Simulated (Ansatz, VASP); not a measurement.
# Two plane-wave programs on C

```
C
1.0
    -2.19092    2.19092    2.19092
     2.19092   -2.19092    2.19092
     2.19092    2.19092   -2.19092
C
6
Direct
  0.75000 0.25000 0.50000
  0.25000 0.75000 0.50000
  0.50000 0.25000 0.75000
  0.75000 0.50000 0.25000
  0.50000 0.75000 0.25000
  0.25000 0.50000 0.75000
```

Alike in both runs: functional PBE; k mesh 6 × 6 × 6; occupations gaussian, width 0.1 eV; no spin polarisation.

Ansatz relaxed the structure, and its values are those at the end. VASP's run is a single point on that final structure, the one shown.

```csv
,VASP,Ansatz
version,VASP 6.6.1,Ansatz 0.2.0
potentials or method,"VASP PAW PBE potentials, release 64 (C), cutoff 520 eV","scalar-relativistic, plane waves, PAW"
valence electrons in the cell,24,24
```

Ansatz gave:

| Property | Result |
| --- | --- |
| gap on the k mesh at the Fermi level (eV) | 2.74 |
| least direct gap on the mesh (eV) | 3.36 |
| pressure (GPa) | 0.0 |

Estimate VASP's values.

gap on the k mesh at the Fermi level (eV): 2.72; least direct gap on the mesh (eV): 3.35; pressure (GPa): 0.5.
